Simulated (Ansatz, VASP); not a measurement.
One calculation of Ga, two programs

```
Ga
1.0
     2.77842    0.00000    0.00000
     0.00000    3.28161    0.00000
    -1.34343    0.00000    3.99027
Ga
2
Direct
  0.86540 0.25000 0.22983
  0.13460 0.75000 0.77017
```

Alike in both runs: task single point; functional PBEsol; k mesh 6 × 6 × 4; occupations gaussian, width 0.1 eV; no spin polarisation.

|  | VASP | Ansatz |
| --- | --- | --- |
| version | VASP 6.6.1 | Ansatz 0.2.0 |
| potentials or method | VASP PAW PBE potentials, release 64 (Ga_d), cutoff 500 eV | scalar-relativistic, plane waves, PAW |
| valence electrons in the cell | 26 | 26 |

```tsv
	VASP	Ansatz	Ansatz less VASP
gap on the k mesh at the Fermi level (eV)	none	none	-
pressure (GPa)	-0.8	-0.7	+0.07
traceless stress, the component that is largest in VASP (GPa)	1.82	1.80	-0.019
rms of the force components (eV/Å)	0.007	0.008	+0.0006
```

VASP's potentials were made for PBE, not for PBEsol. Atom by atom the forces differ by 0.001 eV/Å (rms over components). A gap of «none» marks a metal or a gap that the smearing closes. The functional is the same, so the differences come from potentials, cutoffs and numerics.

The k mesh is coarse, so the values compare programs but aren't converged.
